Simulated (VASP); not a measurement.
Wanted: the native input for a VASP 6.6.1 run.

```yaml
Task: relaxation of cell and atoms
Functional: PBE
Potentials_or_basis: VASP PAW PBE potentials, release 64 (Ti_sv, C)
Cutoff: 600 eV
k_mesh: 6 × 6 × 4
Occupations: gaussian, width 0.1 eV
Spin: no spin polarisation
Dipole_correction: no
Further_INCAR_settings: ALGO = Normal; EDIFF = 1e-07; IBRION = 2; EDIFFG = -0.04; NSW = 90; ISIF = 3
```

The structure of Ti5C lies in POSCAR:

```
Ti5C
1.0
    4.1127801600      0.0000000000      0.0000000000
   -2.0563900800      3.5617721000      0.0000000000
    0.0000000000      0.0000000000      6.8623155100
Ti C
5 1
Direct
    0.0000000000      0.0000000000      0.2301494500
    0.0000000000      0.0000000000      0.7698505500
    0.5000000000      0.0000000000      0.0000000000
    0.0000000000      0.5000000000      0.0000000000
    0.5000000000      0.5000000000      0.0000000000
    0.0000000000      0.0000000000      0.0000000000
```

The cell was built from a structure type or drawn by symmetry, and may not be a known phase.

The input as run:

INCAR

```
PREC = Accurate
ENCUT = 600
EDIFF = 1E-7
ISMEAR = 0
SIGMA = 0.1
LREAL = False
LASPH = True
NELM = 100
ALGO = Normal
ISIF = 3
LWAVE = False
LCHARG = False
GGA = PE
IBRION = 2
NSW = 90
EDIFFG = -0.04
```

KPOINTS

```
regular mesh
0
Gamma
  6 6 4
```

Potentials or basis: VASP PAW PBE potentials, release 64 (Ti_sv, C).

Command:

```console
$ cat potpaw_PBE.64/Ti_sv/POTCAR potpaw_PBE.64/C/POTCAR > POTCAR
$ mpirun -np 1 vasp_std > vasp.out
```

Results of the run:

```
Relaxed volume                        : 24.29 Å³/atom
Relaxed cell                          : a = 4.802 Å, b = 4.802 Å, c = 7.297 Å, α = 90.00°, β = 90.00°, γ = 120.00°
Space group after relaxing (to 0.1 Å) : P6/mmm (No. 191)
Energy gained by relaxing             : 1742.7 meV/atom
Ionic steps                           : 19
Pressure after relaxing               : -0.1 GPa
Largest force after relaxing          : 0.038 eV/Å
Band gap on the k mesh                : zero (bands 32 and 33 overlap by 0.70 eV)
```

Caveat: the volume moved by over 15 % at a fixed basis, so the end points are rough.

Wall time 33 min on 1 thread of Intel(R) Xeon(R) Platinum 8559C (Emerald Rapids), on a shared host, peak memory 0.29 GiB.
